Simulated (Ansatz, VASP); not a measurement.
**One calculation of BN, two programs**

```
CELL_PARAMETERS angstrom
0.00000 1.69321 1.69321
1.69321 0.00000 1.69321
1.69321 1.69321 0.00000
ATOMIC_POSITIONS crystal
B 0.00000 0.00000 0.00000
N 0.25000 0.25000 0.25000
```

Alike in both runs: task single point; functional PBEsol; k mesh 12 × 12 × 12; occupations gaussian, width 0.02 eV; no spin polarisation.

|  | VASP | Ansatz |
| --- | --- | --- |
| version | VASP 6.6.1 | Ansatz 0.2.0 |
| potentials or method | VASP PAW PBE potentials, release 64 (B, N), cutoff 600 eV | scalar-relativistic, plane waves, PAW |
| valence electrons in the cell | 8 | 8 |

|  | VASP | Ansatz | Ansatz less VASP |
| --- | --- | --- | --- |
| gap on the k mesh at the Fermi level (eV) | 4.46 | 4.48 | +0.021 |
| least direct gap on the mesh (eV) | 9.68 | 9.70 | +0.015 |

VASP's potentials were made for PBE, not for PBEsol.
